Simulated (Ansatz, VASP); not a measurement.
## One calculation of WC, two programs

```
W C
1.0
     2.85699    0.00000    0.00000
    -1.42850    2.54959    0.00000
     0.00000    0.00000    2.82900
W C
1 1
Direct
  0.00000 0.00000 0.00000
  0.66667 0.33333 0.50000
```

Change from the starting cell: strain -0.0150 x Voigt [1, -1, 0, 0, 0, 0], atoms carried along.

Alike in both runs: task single point; functional r2SCAN; k mesh 18 × 18 × 16; occupations gaussian, width 0.15 eV; no spin polarisation.

|  | VASP | Ansatz |
| --- | --- | --- |
| version | VASP 6.6.1 | Ansatz 0.2.0 |
| potentials or method | VASP PAW PBE potentials, release 64 (W_sv, C), cutoff 520 eV | scalar-relativistic, plane waves, PAW |
| valence electrons in the cell | 18 | 18 |

```tsv
	VASP	Ansatz	Ansatz less VASP
gap on the k mesh at the Fermi level (eV)	none	none	-
pressure (GPa)	6.5	4.6	-1.98
traceless stress, the component that is largest in VASP (GPa)	8.40	8.44	+0.038
rms of the force components (eV/Å)	0.087	0.084	-0.0027
```

VASP's potentials were made for PBE, not for r2SCAN. Atom by atom the forces differ by 0.003 eV/Å (rms over components). A gap of «none» marks a metal or a gap that the smearing closes.

Neither program's run includes spin-orbit coupling.
